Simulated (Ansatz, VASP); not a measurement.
**Two plane-wave programs on Tl**

```
Tl
1.0
    -3.09914    3.09914    1.64382
     3.09914   -3.09914    1.64382
     3.09914    3.09914   -1.64382
Tl
2
Direct
  0.00000 0.00000 0.00000
  0.75000 0.25000 0.50000
```

Alike in both runs: functional r2SCAN; k mesh 18 × 18 × 18; occupations gaussian, width 0.1 eV; no spin polarisation.

Ansatz relaxed the structure, and its values are those at the end. VASP's run is a single point on that final structure, the one shown.

|  | VASP | Ansatz |
| --- | --- | --- |
| version | VASP 6.6.1 | Ansatz 0.2.0 |
| potentials or method | VASP PAW PBE potentials, release 64 (Tl_d), cutoff 520 eV | scalar-relativistic, plane waves, PAW |
| valence electrons in the cell | 26 | 26 |

```tsv
	VASP	Ansatz	Ansatz less VASP
gap on the k mesh at the Fermi level (eV)	none	none	-
pressure (GPa)	0.0	0.0	+0.02
```

VASP's potentials were made for PBE, not for r2SCAN. A gap of «none» marks a metal or a gap that the smearing closes.

Neither program's run includes spin-orbit coupling.
